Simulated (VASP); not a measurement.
# TiAl (P-6m2) in VASP: further runs

TiAl is run at these levels: PBE; tasks: single point.

Program: VASP 6.6.1. These are calculated values, not measurements. Logs are shortened: lines on timing, memory, paths and dates and some standing lists are left out, and cuts for length are marked.

### 1 The cell of the first run

It takes space group P-6m2 (No. 187, hexagonal). The conventional cell has a = 2.832 Å, b = 2.832 Å, c = 4.481 Å, α = 90.00°, β = 90.00°, γ = 120.00°. Within 3.7 Å of Ti (site symmetry -6m2) lie 6 Al at 2.77 Å and 6 Ti at 2.83 Å. Al (site symmetry -6m2) has 6 Ti at 2.77 Å and 6 Al at 2.83 Å within 3.7 Å.

### 2 Single point, PBE (strained)

Contents of INCAR:

```
SYSTEM = TiAl
PREC     = Accurate       ! precision mode
ENCUT    = 520            ! plane-wave cutoff, eV
EDIFF    = 1E-7           ! SCF threshold, eV
ISMEAR   = 0              ! smearing method
SIGMA    = 0.1            ! smearing width, eV
LREAL    = .False.        ! projectors in reciprocal space
LASPH    = .True.         ! aspherical terms in the spheres
NELM     = 100            ! most SCF steps
ALGO     = Normal         ! electronic algorithm
ISIF     = 2              ! what is computed and relaxed
LWAVE    = .False.        ! write WAVECAR
LCHARG   = .False.        ! write CHGCAR
GGA      = PE             ! functional
NBANDS   = 14             ! bands
```

Contents of KPOINTS:

```
Automatic mesh
0
Gamma
  18 18 10
  0 0 0
```

Contents of POSCAR:

```
TiAl
1.0
    2.8323389787      0.0000000000      0.0000000000
   -1.4161694893      2.4528775077      0.0000000000
    0.0000000000      0.0000000000      4.4807614591
Ti Al
1 1
Direct
    0.0000000000      0.0000000000      0.0000000000
    0.3333333333      0.6666666667      0.5000000000
```

Potentials or basis: VASP PAW PBE potentials, release 64 (Ti_sv, Al).

Run with:

```sh
$ cat potpaw_PBE.64/Ti_sv/POTCAR potpaw_PBE.64/Al/POTCAR > POTCAR
$ mpirun -np 1 vasp_std > vasp.out
```

OUTCAR:

```text
SYSTEM = TiAl
   PREC = Accurate
   ENCUT = 520
   EDIFF = 1E-7
   ISMEAR = 0
   LREAL = .False.
   LASPH = .True.
   NELM = 100
   ISIF = 2
   GGA = PE

 ion  position               nearest neighbor table
   1  0.000  0.000  0.000-   2 2.77   2 2.77   2 2.77   2 2.77   2 2.77   2 2.77
   2  0.333  0.667  0.500-   1 2.77   1 2.77   1 2.77   1 2.77   1 2.77   1 2.77

  LATTYP: Found a hexagonal cell.
 ALAT       =     2.8323389787
 C/A-ratio  =     1.5820004218

  Lattice vectors:

 A1 = (   2.8323389787,   0.0000000000,   0.0000000000)
 A2 = (  -1.4161694893,   2.4528775077,   0.0000000000)
 A3 = (   0.0000000000,   0.0000000000,   4.4807614591)

Analysis of symmetry for initial positions (statically):
=====================================================================
 Subroutine PRICEL returns:
 Original cell was already a primitive cell.

 Routine SETGRP: Setting up the symmetry group for a
 hexagonal supercell.

 Subroutine GETGRP returns: Found 12 space group operations
 (whereof 12 operations were pure point group operations)
 out of a pool of 24 trial point group operations.

The static configuration has the point symmetry D_3h.

Analysis of symmetry for dynamics (positions and initial velocities):
=====================================================================
 Subroutine PRICEL returns:
 Original cell was already a primitive cell.

 Routine SETGRP: Setting up the symmetry group for a
 hexagonal supercell.

 Subroutine GETGRP returns: Found 12 space group operations
 (whereof 12 operations were pure point group operations)
 out of a pool of 24 trial point group operations.

The dynamic configuration has the point symmetry D_3h.

 Subroutine INISYM returns: Found 12 space group operations
 (whereof 12 operations are pure point group operations),
 and found     1 'primitive' translations

----------------------------------------------------------------------------------------

                                     Primitive cell

  volume of cell :      31.1296

  direct lattice vectors                    reciprocal lattice vectors
     2.832338979  0.000000000  0.000000000     0.353065084  0.203842221  0.000000000
    -1.416169489  2.452877508  0.000000000     0.000000000  0.407684443  0.000000000
     0.000000000  0.000000000  4.480761459     0.000000000  0.000000000  0.223176353

  length of vectors
     2.832338979  2.832338979  4.480761459     0.407684443  0.407684443  0.223176353

  position of ions in fractional coordinates (direct lattice)
     0.000000000  0.000000000  0.000000000
     0.333333333  0.666666667  0.500000000

  ion indices of the primitive-cell ions
   primitive index   ion index
                 1           1
                 2           2

----------------------------------------------------------------------------------------

 KPOINTS: Automatic mesh

Automatic generation of k-mesh.
 Grid dimensions read from file:
 generate k-points for:   18   18   10

 Generating k-lattice:

  Cartesian coordinates                     Fractional coordinates (reciprocal lattice)
     0.019614727  0.011324568  0.000000000     0.055555556 -0.000000000  0.000000000
     0.000000000  0.022649136  0.000000000     0.000000000  0.055555556  0.000000000
     0.000000000  0.000000000  0.022317635     0.000000000  0.000000000  0.100000000

  Length of vectors
     0.022649136  0.022649136  0.022317635

  Shift w.r.t. Gamma in fractional coordinates (k-lattice)
     0.000000000  0.000000000  0.000000000

 Subroutine IBZKPT returns following result:
 ===========================================

 Found    222 irreducible k-points:

 Following reciprocal coordinates:
            Coordinates               Weight
  0.000000  0.000000  0.000000      1.000000
  0.055556 -0.000000  0.000000      6.000000
  0.111111 -0.000000  0.000000      6.000000
  0.166667 -0.000000  0.000000      6.000000
  0.222222 -0.000000  0.000000      6.000000
  0.277778 -0.000000  0.000000      6.000000
[... 16 lines left out ...]
  0.333333  0.111111  0.000000     12.000000
  0.388889  0.111111  0.000000     12.000000
 [... further k-points ...]
   k-points           NKPTS =    222   k-points in BZ     NKDIM =    222   number of bands    NBANDS=     14
   number of dos      NEDOS =    301   number of ions     NIONS =      2
   total plane-waves  NPLWV =  20736
   dimension x,y,z NGX =    24 NGY =   24 NGZ =   36
   dimension x,y,z NGXF=    48 NGYF=   48 NGZF=   72
   ions per type =               1   1
   NGX,Y,Z   is equivalent  to a cutoff of  14.09, 14.09, 13.36 a.u.
   NGXF,Y,Z  is equivalent  to a cutoff of  28.17, 28.17, 26.71 a.u.
 SYSTEM =  TiAl
   PREC   = accura    normal or accurate (medium, high low for compatibility)
   ISTART =      0    job   : 0-new  1-cont  2-samecut
   ICHARG =      2    charge: 1-file 2-atom 10-const
   ISPIN  =      1    spin polarized calculation?
   LNONCOLLINEAR =      F non collinear calculations
   LSORBIT =      F    spin-orbit coupling
   LASPH  =      T    aspherical Exc in radial PAW
   ENCUT  =  520.0 eV  38.22 Ry    6.18 a.u.   5.27  5.27  8.33*2*pi/ulx,y,z
   NELM   =    100;   NELMIN=  2; NELMDL= -5     # of ELM steps
   EDIFF  = 0.1E-06   stopping-criterion for ELM
   LREAL  =      F    real-space projection
   EDIFFG = 0.1E-05   stopping-criterion for IOM
   NSW    =      0    number of steps for IOM
   IBRION =     -1    ionic relax: 0-MD 1-quasi-New 2-CG
   NFREE  =      0    steps in history (QN), initial steepest desc. (CG)
   ISIF   =      2    stress and relaxation
   ISYM   =      2    0-nonsym 1-usesym 2-fastsym
   POTIM  = 0.5000    time-step for ionic-motion
   TEBEG  =    0.0;   TEEND  =   0.0 temperature during run
   PSTRESS=    0.0 pullay stress
   NELECT =      15.0000    total number of electrons
   NUPDOWN=      -1.0000    fix difference up-down
   EMIN   =  10.00;   EMAX   =-10.00  energy-range for DOS
   EFERMI =   0.00;   METHOD = LEGACY
   ISMEAR =     0;   SIGMA  =   0.10  broadening in eV -4-tet -1-fermi 0-gaus
   EFERMI_NEDOS =   21; number of points for ismear=-14 and -15
   IALGO  =     38    algorithm
   IMIX   =      4    mixing-type and parameters
     AMIX     =   0.40;   BMIX     =  1.00
     AMIX_MAG =   1.60;   BMIX_MAG =  1.00
  volume/ion in A,a.u.               =      15.56       105.04
  Fermi-wavevector in a.u.,A,eV,Ry     =   1.283456  2.425380 22.412319  1.647259
  Thomas-Fermi vector in A             =   2.415708
   LORBIT       =      0    0 simple, 1 ext, 2 COOP (PROOUT), +10 PAW based schemes
   GGA     = PE    functional components
   LHFCALC =     F    Hartree Fock is set to
   AEXX    =    0.0000 exact exchange contribution
   IVDW    =     0    specifies the selected vdW correction
   LEPSILON=     F    determine dielectric tensor
   LRPA    =     F    only Hartree local field effects (RPA)
 non-spin polarized calculation
 Gauss-broadening in eV      SIGMA  =   0.10
  energy-cutoff  :      520.00
  volume of cell :       31.13
 maximum number of plane-waves:       854
 NGX is ok and might be reduce to    24
   NGX = 11   NGY = 11   NGZ = 17

 number of electron      15.0000001 magnetization

 Free energy of the ion-electron system (eV)
  ---------------------------------------------------
  ext. energy  EPLUGINS =         0.00000000
  ---------------------------------------------------
  free energy    TOTEN  =       -12.02442264 eV

  energy without entropy =      -12.01165618  energy(sigma->0) =      -12.01803941

 E-fermi :   8.5404     XC(G=0): -11.2218

 val. band max:        8.5403407177   @ k =   0.3333   0.2778   0.4000
 cond. band min:       8.5410240180   @ k =   0.2778   0.1111   0.4000
 fundamental gap:      0.0006833003
 Fermi energy:         8.5404192841

 k-point     1 :       0.0000    0.0000    0.0000
  band No.  band energies     occupation
      1     -47.8368      2.00000
      2     -24.1724      2.00000
      3     -23.7086      2.00000
      4     -23.7086      2.00000
      5      -0.6444      2.00000
      6       6.2902      2.00000
      7       6.9521      2.00000
      8       9.8828      0.00000
      9       9.8828      0.00000
     10      11.4453      0.00000
     11      11.4453      0.00000
     12      13.1730      0.00000
     13      21.6459      0.00000
     14      21.6459      0.00000

 k-point     2 :       0.0556   -0.0000    0.0000
  band No.  band energies     occupation
      1     -47.8335      2.00000
      2     -24.1691      2.00000
      3     -23.7289      2.00000
      4     -23.7132      2.00000
      5      -0.5652      2.00000
      6       6.3749      2.00000
      7       6.9504      2.00000
      8       9.8012      0.00000
      9       9.9488      0.00000
     10      11.4217      0.00000
     11      11.4741      0.00000
     12      13.1894      0.00000
     13      20.4017      0.00000
     14      20.9438      0.00000

 k-point     3 :       0.1111   -0.0000    0.0000
  band No.  band energies     occupation
      1     -47.8240      2.00000
      2     -24.1597      2.00000
      3     -23.7871      2.00000
      4     -23.7262      2.00000
      5      -0.3289      2.00000
      6       6.6174      2.00000
      7       6.9453      2.00000
      8       9.5778      0.00000
      9      10.1428      0.00000
     10      11.3544      0.00000
     11      11.5610      0.00000
     12      13.2336      0.00000
     13      18.5551      0.00000
     14      20.0232      0.00000

 k-point     4 :       0.1667   -0.0000    0.0000
  band No.  band energies     occupation
      1     -47.8094      2.00000
      2     -24.1452      2.00000
      3     -23.8756      2.00000
      4     -23.7462      2.00000
      5       0.0601      2.00000
      6       6.9378      2.00000
      7       6.9764      2.00000
      8       9.2698      0.00000
      9      10.4532      0.00000
     10      11.2532      0.00000
     11      11.7063      0.00000
     12      13.2876      0.00000
     13      16.7655      0.00000
     14      19.1882      0.00000

 k-point     5 :       0.2222   -0.0000    0.0000
  band No.  band energies     occupation
      1     -47.7914      2.00000
      2     -24.1275      2.00000
      3     -23.9828      2.00000
      4     -23.7706      2.00000
      5       0.5951      2.00000
      6       6.9291      2.00000
      7       7.3553      2.00000
      8       8.9577      0.00000
      9      10.8593      0.00000
     10      11.1317      0.00000
     11      11.9083      0.00000
[... 276 lines left out ...]
 k-point    22 :       0.2778    0.1111    0.0000
  band No.  band energies     occupation
      1     -47.7493      2.00000
      2     -24.1972      2.00000
      3     -24.0859      2.00000
      4     -23.8593      2.00000
      5       2.2853      2.00000
      6       6.9884      2.00000
      7       7.6576      2.00000
      8       8.3854      1.97162
      9      10.4884      0.00000
     10      11.4976      0.00000
     11      12.8669      0.00000
     12      12.9655      0.00000
     13      14.1972      0.00000
     14      15.4851      0.00000

 k-point    23 :       0.3333    0.1111    0.0000
  band No.  band energies     occupation
      1     -47.7354      2.00000
      2     -24.2701      2.00000
      3     -24.0721      2.00000
      4     -23.8847      2.00000
      5       3.1880      2.00000
      6       7.0197      2.00000
      7       7.2462      2.00000
      8       8.0183      2.00000
      9      10.3015      0.00000
     10      11.6260      0.00000
     11      12.9470      0.00000
     12      13.2590      0.00000
     13      14.3507      0.00000
     14      15.3460      0.00000

 k-point    24 :       0.3889    0.1111    0.0000
  band No.  band energies     occupation
      1     -47.7263      2.00000
      2     -24.3174      2.00000
      3     -24.0631      2.00000
      4     -23.9012      2.00000
      5       4.1573      2.00000
      6       6.4752      2.00000
      7       7.0456      2.00000
      8       7.7203      2.00000
      9      10.1741      0.00000
     10      11.8785      0.00000
     11      12.9648      0.00000
     12      13.5795      0.00000
     13      14.3826      0.00000
     14      15.5599      0.00000

 [... further k-points ...]

------------------------ aborting loop because EDIFF is reached ----------------------------------------

  FORCE on cell =-STRESS in cart. coord.  units (eV):
  Direction    XX          YY          ZZ          XY          YZ          ZX
  --------------------------------------------------------------------------------------
  -------------------------------------------------------------------------------------
  Total        1.4197945      1.4197945      2.3470120      0.0000000      0.0000000     -0.0000000
  in kB       73.0740443     73.0740443    120.7961172      0.0000000      0.0000000     -0.0000000
  external PRESSURE =      88.9814019 kB  Pullay stress =       0.0000000 kB

 VOLUME and BASIS-vectors are now :
 -----------------------------------------------------------------------------
  energy-cutoff  :      520.00
  volume of cell :       31.13
      direct lattice vectors                 reciprocal lattice vectors
     2.832338979  0.000000000  0.000000000     0.353065084  0.203842221  0.000000000
    -1.416169489  2.452877508  0.000000000     0.000000000  0.407684443  0.000000000
     0.000000000  0.000000000  4.480761459     0.000000000  0.000000000  0.223176353

 POSITION                                       TOTAL-FORCE (eV/Angst)
 -----------------------------------------------------------------------------------
      0.00000      0.00000      0.00000         0.000000      0.000000      0.000000
     -0.00000      1.63525      2.24038         0.000000     -0.000000      0.000000
 -----------------------------------------------------------------------------------
    total drift:                                0.000000     -0.000000      0.000000

  FREE ENERGIE OF THE ION-ELECTRON SYSTEM (eV)
  ---------------------------------------------------
  free  energy   TOTEN  =       -12.0244226382 eV

  energy  without entropy=      -12.0116561783  energy(sigma->0) =      -12.01803941
```

It took 2.1 min on 1 thread of Intel Xeon 8259CL, shared host; peak memory 0.23 GiB.

What came out:

```yaml
Free_energy: -12.0244 eV
Pressure: 8.9 GPa
Band_gap_on_the_k_mesh: zero (an odd number of electrons rules out a gap without spin polarisation)
```

Caveat: the cell differs from its parent crystal (strained); the cell stands under pressure.

### 3 Single point, PBE (strained)

Contents of INCAR:

```
SYSTEM = TiAl
  ALGO = Normal
  EDIFF = 1E-6
  ENCUT = 520
  GGA = PE
  ISIF = 2
  ISMEAR = 0
  LASPH = .TRUE.
  LCHARG = .FALSE.
  LREAL = .FALSE.
  LWAVE = .FALSE.
  NBANDS = 14
  NELM = 80
  PREC = Accurate
  SIGMA = 0.1
```

Contents of KPOINTS:

```
k-points
0
G
  18 18 10
  0 0 0
```

Contents of POSCAR:

```
TiAl
1.0
    2.8063329102      0.0000000000      0.0000000000
   -1.4031664551      2.4303555918      0.0000000000
    0.0000000000      0.0000000000      4.6488449812
Ti Al
1 1
Direct
    0.0000000000      0.0000000000      0.0000000000
    0.3333333333      0.6666666667      0.5000000000
```

Potentials or basis: VASP PAW PBE potentials, release 64 (Ti_sv, Al).

Run with:

```sh
$ cat potpaw_PBE.64/Ti_sv/POTCAR potpaw_PBE.64/Al/POTCAR > POTCAR
$ mpirun -np 1 vasp_std > vasp.out
```

OUTCAR:

```text
SYSTEM = TiAl
   EDIFF = 1E-6
   ENCUT = 520
   GGA = PE
   ISIF = 2
   ISMEAR = 0
   LASPH = .TRUE.
   LREAL = .FALSE.
   NELM = 80
   PREC = Accurate

 ion  position               nearest neighbor table
   1  0.000  0.000  0.000-   2 2.83   2 2.83   2 2.83   2 2.83   2 2.83   2 2.83
   2  0.333  0.667  0.500-   1 2.83   1 2.83   1 2.83   1 2.83   1 2.83   1 2.83

  LATTYP: Found a hexagonal cell.
 ALAT       =     2.8063329102
 C/A-ratio  =     1.6565550596

  Lattice vectors:

 A1 = (   2.8063329102,   0.0000000000,   0.0000000000)
 A2 = (  -1.4031664551,   2.4303555918,   0.0000000000)
 A3 = (   0.0000000000,   0.0000000000,   4.6488449812)

Analysis of symmetry for initial positions (statically):
=====================================================================
 Subroutine PRICEL returns:
 Original cell was already a primitive cell.

 Routine SETGRP: Setting up the symmetry group for a
 hexagonal supercell.

 Subroutine GETGRP returns: Found 12 space group operations
 (whereof 12 operations were pure point group operations)
 out of a pool of 24 trial point group operations.

The static configuration has the point symmetry D_3h.

[... 175 lines left out ...]
      6       5.9763      2.00000
      7       6.4004      2.00000
      8       9.7394      0.00000
      9       9.7394      0.00000
     10      11.3719      0.00000
     11      11.3719      0.00000
     12      12.3421      0.00000
     13      21.7990      0.00000
     14      21.7990      0.00000
[... 377 lines left out ...]
      1     -47.9040      2.00000
      2     -24.5212      2.00000
      3     -24.2376      2.00000
      4     -24.0715      2.00000
      5       4.0818      2.00000
      6       6.4476      2.00000
      7       6.8703      2.00000
      8       7.5564      2.00000
      9      10.0738      0.00000
     10      11.6337      0.00000
     11      12.6491      0.00000
     12      13.1296      0.00000
     13      14.1655      0.00000
     14      15.2691      0.00000

 [... further k-points ...]

------------------------ aborting loop because EDIFF is reached ----------------------------------------

  FORCE on cell =-STRESS in cart. coord.  units (eV):
  Direction    XX          YY          ZZ          XY          YZ          ZX
  --------------------------------------------------------------------------------------
  -------------------------------------------------------------------------------------
  Total        1.3414417      1.3414417      0.7315601      0.0000000      0.0000000      0.0000000
  in kB       67.7841721     67.7841721     36.9663460      0.0000000      0.0000000      0.0000000
  external PRESSURE =      57.5115634 kB  Pullay stress =       0.0000000 kB

 VOLUME and BASIS-vectors are now :
 -----------------------------------------------------------------------------
  energy-cutoff  :      520.00
  volume of cell :       31.71
      direct lattice vectors                 reciprocal lattice vectors
     2.806332910  0.000000000  0.000000000     0.356336911  0.205731211  0.000000000
    -1.403166455  2.430355592  0.000000000     0.000000000  0.411462423  0.000000000
     0.000000000  0.000000000  4.648844981     0.000000000  0.000000000  0.215107194

 POSITION                                       TOTAL-FORCE (eV/Angst)
 -----------------------------------------------------------------------------------
      0.00000      0.00000      0.00000         0.000000      0.000000      0.000000
     -0.00000      1.62024      2.32442        -0.000000      0.000000      0.000000
 -----------------------------------------------------------------------------------
    total drift:                                0.000000     -0.000000      0.000000

  FREE ENERGIE OF THE ION-ELECTRON SYSTEM (eV)
  ---------------------------------------------------
  free  energy   TOTEN  =       -12.0559676285 eV

  energy  without entropy=      -12.0443952787  energy(sigma->0) =      -12.05018145
```

stdout:

```text
POSCAR found type information on POSCAR TiAl
 POSCAR found :  2 types and       2 ions
 scaLAPACK will be used
 LDA part: xc-table for (Slater+PW92), standard interpolation
 POSCAR, INCAR and KPOINTS ok, starting setup
 FFT: planning ... GRIDC
 FFT: planning ... GRID_SOFT
 FFT: planning ... GRID
 WAVECAR not read
 entering main loop
```

Run time: 1.9 min. Hardware: 1 thread of Intel Xeon 8259CL, shared host; peak memory 0.23 GiB.

What came out:

```
Free energy            : -12.0560 eV
Pressure               : 5.8 GPa
Band gap on the k mesh : zero (an odd number of electrons rules out a gap without spin polarisation)
```

Stress tensor (GPa, compression positive):
```
6.78 0.00 0.00
0.00 6.78 0.00
0.00 0.00 3.70
```

Caveat: the cell differs from its parent crystal (strained); the cell stands under pressure.
